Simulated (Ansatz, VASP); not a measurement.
# Two plane-wave programs on Al

```
Al
1.0
     0.00000    1.96326    1.96326
     1.96326    0.00000    1.96326
     1.96326    1.96326    0.00000
Al
1
Direct
  0.00000 0.00000 0.00000
```

Change from the starting cell: strain -0.030 along x and y, -0.030 along z, atoms carried along.

Alike in both runs: task single point; functional PBE; k mesh 20 × 20 × 20; occupations gaussian, width 0.15 eV; no spin polarisation.

```csv
,VASP,Ansatz
version,VASP 6.6.1,Ansatz 0.2.0
potentials or method,"VASP PAW PBE potentials, release 64 (Al), cutoff 520 eV","scalar-relativistic, plane waves, PAW"
valence electrons in the cell,3,3
```

|  | VASP | Ansatz | Ansatz less VASP |
| --- | --- | --- | --- |
| gap on the k mesh at the Fermi level (eV) | none | none | - |
| pressure (GPa) | 8.0 | 8.0 | +0.03 |

A gap of «none» marks a metal or a gap that the smearing closes.
